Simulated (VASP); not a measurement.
Set up this calculation in VASP 6.6.1, as the native input.

```yaml
Task: single point
Functional: LDA
Potentials_or_basis: VASP PAW LDA potentials, release 64 (Li_sv, Mg)
Cutoff: 520 eV
k_mesh: 11 × 11 × 11
Occupations: fermi-dirac, width 0.05 eV
Spin: no spin polarisation
Dipole_correction: no
Further_INCAR_settings: ALGO = Normal; EDIFF = 1e-06; NBANDS = 10
```

The structure of LiMg2 lies in POSCAR:

```
LiMg2
1.0
    4.0009939698     -1.2724036673      0.0000000000
    4.0009939698      1.2724036673      0.0000000000
   -0.8089907092      0.0000000000      2.4214055083
Li Mg
1 2
Direct
    0.5000000000      0.5000000000      0.5000000000
    0.8413175900      0.8413175900      0.8411383200
    0.1586824100      0.1586824100      0.1588616800
```

These files were run (other wordings do the same):

INCAR

```
SYSTEM = LiMg2
ALGO = Normal
EDIFF = 1E-6
ENCUT = 520
ISIF = 2
ISMEAR = -1
LASPH = .True.
LCHARG = .True.
LELF = .True.
LREAL = .False.
LVHAR = .True.
LWAVE = .False.
NBANDS = 10
NELM = 60
PREC = Accurate
SIGMA = 0.05
```

KPOINTS

```
k-points
0
Gamma
  11 11 11
  0 0 0
```

Potentials or basis: VASP PAW LDA potentials, release 64 (Li_sv, Mg).

Launch:

```bash
$ cat potpaw_LDA.64/Li_sv/POTCAR potpaw_LDA.64/Mg/POTCAR > POTCAR
$ mpirun -np 1 vasp_std > vasp.out
```

It gave:

```
Largest force          : 2.055 eV/Å
Band gap on the k mesh : zero (an odd number of electrons rules out a gap without spin polarisation)
```

Caveat: forces of over 1 eV/Å act on the atoms, so gaps and moduli don't describe the material at rest.

It took 83 s on 1 thread of Oxide Virtual Turin-like Processor, on a shared host, peak memory 0.18 GiB.
